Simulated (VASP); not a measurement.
Here is a VASP 6.6.1 calculation.

File INCAR:

```
SYSTEM = HfN
ALGO = Normal ; EDIFF = 1E-6
ENCUT = 520 ; GGA = PE
ISIF = 2 ; ISMEAR = 0
LASPH = .TRUE. ; LCHARG = .TRUE.
LELF = .TRUE. ; LREAL = .FALSE.
LVHAR = .TRUE. ; LWAVE = .FALSE.
NBANDS = 14 ; NELM = 60
PREC = Accurate ; SIGMA = 0.15
```

Contents of KPOINTS:

```
k-points
0
G
  18 18 18
  0 0 0
```

The input POSCAR:

```
HfN
1.0
    0.0000000000      2.2590000000      2.3493600000
    2.2590000000      0.0000000000      2.3493600000
    2.2590000000      2.2590000000      0.0000000000
Hf N
1 1
Direct
    0.0000000000      0.0000000000      0.0000000000
    0.5000000000      0.5000000000      0.5000000000
```

Potentials or basis: VASP PAW PBE potentials, release 64 (Hf_pv, N).

The run is started by

```sh
$ cat potpaw_PBE.64/Hf_pv/POTCAR potpaw_PBE.64/N/POTCAR > POTCAR
$ mpirun -np 1 vasp_std > vasp.out
```

(1) Estimate the pressure.

(2) Estimate the band gap on the k mesh.

Results:

(1) -6.3 GPa.

(2) zero (an odd number of electrons rules out a gap without spin polarisation).

Caveat: the cell differs from its parent crystal (strain +0.000 along x and y, +0.040 along z); the stress differs along the axes, from -16 to -1 GPa; spin-orbit coupling is left out, which moves the levels of the heavy elements; an odd number of electrons without spin polarisation forces a metal; a magnetic or distorted state may lie lower.
